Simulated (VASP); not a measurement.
Crystal: BAs.

```
B As
1.0
     0.00000    2.40462    2.40462
     2.40462    0.00000    2.40462
     2.40462    2.40462    0.00000
B As
1 1
Direct
  0.00000 0.00000 0.00000
  0.25000 0.25000 0.25000
```

Base run:

| Quantity | Value |
| --- | --- |
| Program | VASP 6.6.1 |
| Functional | PBEsol |
| Potentials or basis | VASP PAW PBE potentials, release 64 (B, As) |
| Cutoff | 500 eV |
| k mesh | 10 × 10 × 10 |
| Occupations | gaussian, width 0.02 eV |
| Spin | no spin polarisation |

Its results: band gap on the k mesh 1.10 eV (least direct gap 3.22 eV); pressure -2.7 GPa.

Q: The run is repeated on the same cell with these changes: functional from PBEsol to PBE. What comes out?

A: Band gap on the k mesh 1.20 eV (least direct gap 3.25 eV); pressure 0.6 GPa.

PBE binds less tightly than PBEsol, so the same cell stands under more pressure.

Caveats: the PAW data sets were made with another functional, which shifts forces and pressure a little (at least some runs).

A k mesh can miss the band edges.
